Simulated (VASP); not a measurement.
# Br (I4/mmm) in VASP: notebook

The runs below take Br through single point, with r2SCAN+rVV10, PBEsol, PBE.

All numbers are computed with VASP 6.6.1; they aren't measurements. Logs are shortened: lines on timing, memory, paths and dates and some standing lists are left out, and cuts for length are marked.

### Step 1. The cell of the first run

Symmetry: I4/mmm, No. 139, tetragonal system. The conventional cell has a = 2.847 Å, b = 2.847 Å, c = 7.155 Å, α = 90.00°, β = 90.00°, γ = 90.00°. Within 3.8 Å of Br (site symmetry 4/mmm) lie 4 Br at 2.85 Å.

### Step 2. Single point, r2SCAN+rVV10, collinear spin, ferromagnetic start

POSCAR reads:

```
Br
1.0
   -1.4234917050      1.4234917050      3.5775173700
    1.4234917050     -1.4234917050      3.5775173700
    1.4234917050      1.4234917050     -3.5775173700
Br
1
Direct
    0.0000000000      0.0000000000      0.0000000000
```

INCAR.step1 reads:

```
PREC     = Accurate       # precision mode
ENCUT    = 520            # plane-wave cutoff, eV
ISMEAR   = -5             # smearing method
SIGMA    = 0.05           # smearing width, eV
LREAL    = F              # projectors in reciprocal space
LASPH    = T              # aspherical terms in the spheres
NELM     = 150            # most SCF steps
ISPIN    = 2              # spin polarisation
MAGMOM   = 1              # initial moments
NUPDOWN  = 1.0            # fixed moment
NBANDS   = 14             # bands
GGA      = PE             # functional
ALGO     = Normal         # electronic algorithm
EDIFF    = 1E-4           # SCF threshold, eV
LWAVE    = T              # write WAVECAR
LCHARG   = F              # write CHGCAR
```

INCAR.step2 reads:

```
PREC     = Accurate       # precision mode
ENCUT    = 520            # plane-wave cutoff, eV
EDIFF    = 1E-6           # SCF threshold, eV
ISMEAR   = -5             # smearing method
SIGMA    = 0.05           # smearing width, eV
LREAL    = F              # projectors in reciprocal space
LASPH    = T              # aspherical terms in the spheres
NELM     = 150            # most SCF steps
ALGO     = Normal         # electronic algorithm
ISIF     = 2              # what is computed and relaxed
LWAVE    = F              # write WAVECAR
LCHARG   = F              # write CHGCAR
ISPIN    = 2              # spin polarisation
MAGMOM   = 1              # initial moments
LORBIT   = 11             # projections on sites
NUPDOWN  = 1.0            # fixed moment
METAGGA  = R2SCAN         # meta-GGA
LMIXTAU  = T            
LUSE_VDW = T            
IVDW_NL  = 2            
BPARAM   = 11.95        
CPARAM   = 0.0093       
NBANDS   = 14             # bands
ISTART   = 1
```

KPOINTS reads:

```
regular mesh
0
Gamma
  13 13 13
```

Potentials or basis: VASP PAW PBE potentials, release 64 (Br).

Launch:

```bash
$ cat potpaw_PBE.64/Br/POTCAR > POTCAR
$ cp INCAR.step1 INCAR
$ mpirun -np 1 vasp_std > vasp.out
$ cp INCAR.step2 INCAR
$ mpirun -np 1 vasp_std > vasp.out
```

OUTCAR:

```text
PREC = Accurate
   ENCUT = 520
   EDIFF = 1E-6
   ISMEAR = -5
   LREAL = F
   LASPH = T
   NELM = 150
   ISIF = 2
   ISPIN = 2
   LORBIT = 11
   NUPDOWN = 1.0
   METAGGA = R2SCAN
   IVDW_NL = 2
   BPARAM = 11.95
   ISTART = 1

 ion  position               nearest neighbor table
   1  0.000  0.000  0.000-

  LATTYP: Found a body centered tetragonal cell.
 ALAT       =     2.8469834100
 C/A-ratio  =     2.5131986069

  Lattice vectors:

 A1 = (  -1.4234917050,   1.4234917050,   3.5775173700)
 A2 = (   1.4234917050,  -1.4234917050,   3.5775173700)
 A3 = (   1.4234917050,   1.4234917050,  -3.5775173700)

Analysis of symmetry for initial positions (statically):
=====================================================================
 Subroutine PRICEL returns:
 Original cell was already a primitive cell.

 Routine SETGRP: Setting up the symmetry group for a
 body centered tetragonal supercell.

 Subroutine GETGRP returns: Found 16 space group operations
 (whereof 16 operations were pure point group operations)
 out of a pool of 16 trial point group operations.

The static configuration has the point symmetry D_4h.

Analysis of symmetry for dynamics (positions and initial velocities):
=====================================================================
 Subroutine PRICEL returns:
 Original cell was already a primitive cell.

 Routine SETGRP: Setting up the symmetry group for a
 body centered tetragonal supercell.

 Subroutine GETGRP returns: Found 16 space group operations
 (whereof 16 operations were pure point group operations)
 out of a pool of 16 trial point group operations.

The dynamic configuration has the point symmetry D_4h.

Analysis of structural, dynamic, and magnetic symmetry:
=====================================================================
 Subroutine PRICEL returns:
 Original cell was already a primitive cell.

 Routine SETGRP: Setting up the symmetry group for a
 body centered tetragonal supercell.

 Subroutine GETGRP returns: Found 16 space group operations
 (whereof 16 operations were pure point group operations)
 out of a pool of 16 trial point group operations.

The overall configuration has the point symmetry D_4h.

 Subroutine INISYM returns: Found 16 space group operations
 (whereof 16 operations are pure point group operations),
 and found     1 'primitive' translations

----------------------------------------------------------------------------------------

                                     Primitive cell

  volume of cell :      28.9969

[... 129 lines left out ...]

 Free energy of the ion-electron system (eV)
  ---------------------------------------------------
  ext. energy  EPLUGINS =         0.00000000
  ---------------------------------------------------
  free energy    TOTEN  =       -12.24492206 eV

  energy without entropy =      -12.24492206  energy(sigma->0) =      -12.24492206

 E-fermi :   0.2954     XC(G=0):  -9.1473

 val. band max:        2.4763888563   @ k =  -0.2308   0.2308   0.2308
 cond. band min:       0.2906432654   @ k =  -0.3077   0.3077   0.0000
 fundamental gap:     -2.1857455908
 Fermi energy:         2.5404901798

 spin component 1

 k-point     1 :       0.0000    0.0000    0.0000
  band No.  band energies     occupation
      1     -16.1887      1.00000
      2      -1.6648      1.00000
      3       1.5700      1.00000
      4       1.5700      1.00000
      5       6.7710      0.00000
      6      11.5295      0.00000
      7      12.1553      0.00000
      8      17.3959      0.00000
      9      17.3959      0.00000
     10      18.2727      0.00000
     11      20.6908      0.00000
     12      24.0189      0.00000
     13      29.0177      0.00000
     14      29.0177      0.00000
[... 379 lines left out ...]
      3      -1.1212      1.00000
      4       0.7202      1.00000
      5       8.2999      0.00000
      6      12.1898      0.00000
      7      14.7992      0.00000
      8      16.0083      0.00000
      9      17.0005      0.00000
     10      18.8997      0.00000
     11      22.5156      0.00000
     12      23.6086      0.00000
     13      26.7944      0.00000
     14      28.6028      0.00000

 [... further k-points ...]

 spin component 2

 k-point     1 :       0.0000    0.0000    0.0000
  band No.  band energies     occupation
      1     -15.0696      1.00000
      2      -0.9358      1.00000
      3       3.1451      0.00000
      4       3.1451      0.00000
      5       7.1127      0.00000
      6      12.0145      0.00000
      7      12.5317      0.00000
      8      18.0674      0.00000
      9      18.0674      0.00000
     10      18.5015      0.00000
     11      20.9284      0.00000
     12      25.6472      0.00000
     13      29.7757      0.00000
     14      29.7757      0.00000
[... 379 lines left out ...]
      3      -0.4056      1.00000
      4       2.1243      0.00000
      5       8.6663      0.00000
      6      12.9390      0.00000
      7      15.2960      0.00000
      8      16.6630      0.00000
      9      17.6573      0.00000
     10      19.5863      0.00000
     11      22.9085      0.00000
     12      24.3938      0.00000
     13      27.5162      0.00000
     14      29.2608      0.00000

 [... further k-points ...]

------------------------ aborting loop because EDIFF is reached ----------------------------------------

  FORCE on cell =-STRESS in cart. coord.  units (eV):
  Direction    XX          YY          ZZ          XY          YZ          ZX
  --------------------------------------------------------------------------------------
  -------------------------------------------------------------------------------------
  Total        2.1315890      2.1315890     -0.1410267      0.0000000     -0.0000000      0.0000000
  in kB      117.7775251    117.7775251     -7.7922046      0.0000000     -0.0000000      0.0000000
  external PRESSURE =      75.9209486 kB  Pullay stress =       0.0000000 kB

 VOLUME and BASIS-vectors are now :
 -----------------------------------------------------------------------------
  energy-cutoff  :      520.00
  volume of cell :       29.00
      direct lattice vectors                 reciprocal lattice vectors
    -1.423491705  1.423491705  3.577517370     0.000000000  0.351248973  0.139761725
     1.423491705 -1.423491705  3.577517370     0.351248973  0.000000000  0.139761725
     1.423491705  1.423491705 -3.577517370     0.351248973  0.351248973  0.000000000

 POSITION                                       TOTAL-FORCE (eV/Angst)
 -----------------------------------------------------------------------------------
      0.00000      0.00000      0.00000        -0.000000      0.000000      0.000000
 -----------------------------------------------------------------------------------
    total drift:                               -0.000000     -0.000000      0.000000

  FREE ENERGIE OF THE ION-ELECTRON SYSTEM (eV)
  ---------------------------------------------------
  free  energy   TOTEN  =       -12.2449220563 eV

  energy  without entropy=      -12.2449220563  energy(sigma->0) =      -12.24492206

 total charge

# of ion       s       p       d       tot
------------------------------------------
    1        1.637   3.091   0.027   4.756

 magnetization (x)

# of ion       s       p       d       tot
------------------------------------------
    1        0.038   0.776   0.006   0.820
```

OSZICAR.step1:

```text
N       E                     dE             d eps       ncg     rms          rms(c)
DAV:   1     0.230556006423E+02    0.23056E+02   -0.30033E+03 10984   0.416E+02
DAV:   2     0.141201198550E+00   -0.22914E+02   -0.21813E+02 14460   0.867E+01
DAV:   3    -0.770421751433E+00   -0.91162E+00   -0.90892E+00 13838   0.147E+01
DAV:   4    -0.772911788058E+00   -0.24900E-02   -0.24890E-02 12936   0.962E-01
DAV:   5    -0.772920475341E+00   -0.86873E-05   -0.86856E-05 13830   0.567E-02    0.570E+00
DAV:   6    -0.796980144208E+00   -0.24060E-01   -0.97110E-02 12290   0.189E+00    0.365E+00
DAV:   7    -0.795976453299E+00    0.10037E-02   -0.11053E-02 12938   0.589E-01    0.227E+00
DAV:   8    -0.794778068638E+00    0.11984E-02   -0.23353E-03 13784   0.209E-01    0.417E-01
DAV:   9    -0.795099096958E+00   -0.32103E-03   -0.10872E-03 13202   0.193E-01    0.611E-02
DAV:  10    -0.795035096201E+00    0.64001E-04   -0.58001E-05  8182   0.395E-02
   1 F= -.79503510E+00 E0= -.79503510E+00  d E =0.000000E+00  mag=     1.0000
```

Wall time 3.3 min (1 thread of Intel Xeon 6975P-C (Granite Rapids), shared host); peak memory 0.41 GiB.

What came out:

| Item | Value |
| --- | --- |
| Free energy | -12.2449 eV |
| Pressure | 7.6 GPa |
| Net moment | 1.00 μB per cell |
| Site moments | Br +0.82 μB |
| Valence electrons inside the program's atomic spheres | Br 4.76 |

Stress tensor (GPa, compression positive):
```
11.78  0.00  0.00
 0.00 11.78  0.00
 0.00  0.00 -0.78
```

Caveat: the PAW data sets were made with another functional, which shifts forces and pressure a little; the total moment is fixed, so each spin has its own Fermi level.

### Step 3. Single point, PBEsol, non-collinear spin, typed start, spin-orbit coupling

INCAR reads:

```
PREC = Accurate
ENCUT = 520
EDIFF = 1E-7
ISMEAR = -1
SIGMA = 0.05
LREAL = False
LASPH = True
NELM = 150
ALGO = Normal
ISIF = 2
LWAVE = False
LCHARG = True
MAGMOM = 0.354 0.354 0
LORBIT = 11
LSORBIT = True
GGA_COMPAT = False
LORBMOM = True
GGA = PS
LVHAR = True
NBANDS = 18
```

KPOINTS reads:

```
regular mesh
0
Gamma
  10 10 10
```

POSCAR is that of step 2.

Potentials or basis: VASP PAW PBE potentials, release 64 (Br).

Launch:

```bash
$ cat potpaw_PBE.64/Br/POTCAR > POTCAR
$ mpirun -np 1 vasp_ncl > vasp.out
```

OUTCAR:

```text
PREC = Accurate
   ENCUT = 520
   EDIFF = 1E-7
   ISMEAR = -1
   LREAL = False
   LASPH = True
   NELM = 150
   ISIF = 2
   LORBIT = 11
   LSORBIT = True
   GGA = PS

 ion  position               nearest neighbor table
   1  0.000  0.000  0.000-

  LATTYP: Found a body centered tetragonal cell.
 ALAT       =     2.8469834100
 C/A-ratio  =     2.5131986069

  Lattice vectors:

 A1 = (  -1.4234917050,   1.4234917050,   3.5775173700)
 A2 = (   1.4234917050,  -1.4234917050,   3.5775173700)
 A3 = (   1.4234917050,   1.4234917050,  -3.5775173700)

Analysis of symmetry for initial positions (statically):
=====================================================================
 Subroutine PRICEL returns:
 Original cell was already a primitive cell.

 Routine SETGRP: Setting up the symmetry group for a
[... 750 lines left out ...]
           -0.000   0.000  -0.000

 Spin-Orbit-Coupling matrix elements

 Ion:    1  E_soc:     -0.0871515
 l=   1
     0.0000000    -0.0117298    -0.0200995
    -0.0117298     0.0000000    -0.0117298
    -0.0200995    -0.0117298     0.0000000
 l=   2
     0.0000000     0.0000011     0.0000000     0.0000011    -0.0000033
     0.0000011     0.0000000    -0.0000037    -0.0000002    -0.0000039
     0.0000000    -0.0000037     0.0000000    -0.0000037     0.0000000
     0.0000011    -0.0000002    -0.0000037     0.0000000    -0.0000039
    -0.0000033    -0.0000039     0.0000000    -0.0000039     0.0000000
 l=   3
     0.0000000     0.0000000     0.0000000     0.0000000     0.0000000     0.0000000     0.0000000
     0.0000000     0.0000000     0.0000000     0.0000000     0.0000000     0.0000000     0.0000000
     0.0000000     0.0000000     0.0000000     0.0000000     0.0000000     0.0000000     0.0000000
     0.0000000     0.0000000     0.0000000     0.0000000     0.0000000     0.0000000     0.0000000
     0.0000000     0.0000000     0.0000000     0.0000000     0.0000000     0.0000000     0.0000000
     0.0000000     0.0000000     0.0000000     0.0000000     0.0000000     0.0000000     0.0000000
     0.0000000     0.0000000     0.0000000     0.0000000     0.0000000     0.0000000     0.0000000

 total charge

# of ion       s       p       d       tot
------------------------------------------
    1        1.645   3.005   0.030   4.680

 magnetization (x)

# of ion       s       p       d       tot
------------------------------------------
    1       -0.000  -0.000  -0.000  -0.000

 magnetization (y)

# of ion       s       p       d       tot
------------------------------------------
    1       -0.000  -0.000  -0.000  -0.000

 magnetization (z)

# of ion       s       p       d       tot
------------------------------------------
    1        0.000   0.000   0.000   0.000
```

Run time: 2.9 min. Hardware: 1 thread of Intel Xeon 6975P-C (Granite Rapids), shared host; peak memory 0.43 GiB.

What came out:

* Free energy: -1.7519 eV
* Pressure: -0.9 GPa
* Net moment: 0.00 μB per cell
* Valence electrons inside the program's atomic spheres: Br 4.68

Stress tensor (GPa, compression positive):
```
-1.47  0.00  0.00
 0.00 -1.47  0.00
 0.00  0.00  0.13
```

Moments on the atoms (μB; x, y, z):
```
Br  0.00 0.00 0.00
```

Caveat: the PAW data sets were made with another functional, which shifts forces and pressure a little.

### Step 4. Single point, PBE

INCAR reads:

```
SYSTEM = Br
ALGO = Normal ; EDIFF = 1E-6
ENCUT = 520 ; GGA = PE
ISIF = 2 ; ISMEAR = -1
LASPH = .TRUE. ; LCHARG = .TRUE.
LELF = .TRUE. ; LREAL = .FALSE.
LVHAR = .TRUE. ; LWAVE = .FALSE.
NBANDS = 10 ; NELM = 100
PREC = Accurate ; SIGMA = 0.025
```

KPOINTS reads:

```
k-points
0
G
  13 13 13
  0 0 0
```

POSCAR is that of step 3.

Launch:

```bash
$ cat potpaw_PBE.64/Br/POTCAR > POTCAR
$ mpirun -np 1 vasp_std > vasp.out
```

It took 38 s on 1 thread of Intel Xeon 6975P-C, shared host; peak memory 0.2 GiB.

It converged, with:

```yaml
Free_energy: -1.4418 eV
Pressure: 1.4 GPa
```

Stress tensor (GPa, compression positive):
```
1.24 0.00 0.00
0.00 1.24 0.00
0.00 0.00 1.69
```

Levels at points of the mesh, in eV from the Fermi level:
| k point | band 1 | band 2 | band 3 | band 4 | band 5 | band 6 | band 7 |
| --- | --- | --- | --- | --- | --- | --- | --- |
| (0.00, 0.00, 0.00) | -16.30 | -2.33 | 0.92 | 0.92 | 5.41 | 9.80 | 10.30 |

Caveat: an odd number of electrons without spin polarisation forces a metal; a magnetic or distorted state may lie lower.

### Step 5. Summary

| level | spin | fixed moment (μB) | k mesh | smearing | pressure (GPa) | moment (μB) |
| --- | --- | --- | --- | --- | --- | --- |
| r2SCAN+rVV10 | collinear, ferromagnetic start | 1.0 | 13 × 13 × 13 | tetrahedron | 7.6 | 1.00 |
| PBEsol | non-collinear, typed start, SOC | - | 10 × 10 × 10 | fermi-dirac 0.05 eV | -0.9 | 0.00 |
| PBE | off | - | 13 × 13 × 13 | fermi-dirac 0.025 eV | 1.4 | - |

Alike in all rows: task single point; potentials or basis VASP PAW PBE potentials, release 64 (Br); cell as given; cutoff (eV) 520.

The pressure there spans -0.9 GPa (PBEsol) to 7.6 GPa (r2SCAN+rVV10); a positive pressure means that this level wants a larger cell, a negative one a smaller.

Caveats: the PAW data sets were made with another functional, which shifts forces and pressure a little (some runs); the total moment is fixed, so each spin has its own Fermi level (some runs); an odd number of electrons without spin polarisation forces a metal (some runs); a magnetic or distorted state may lie lower (some runs).

Absolute energies hang on the potentials; compare differences alone.
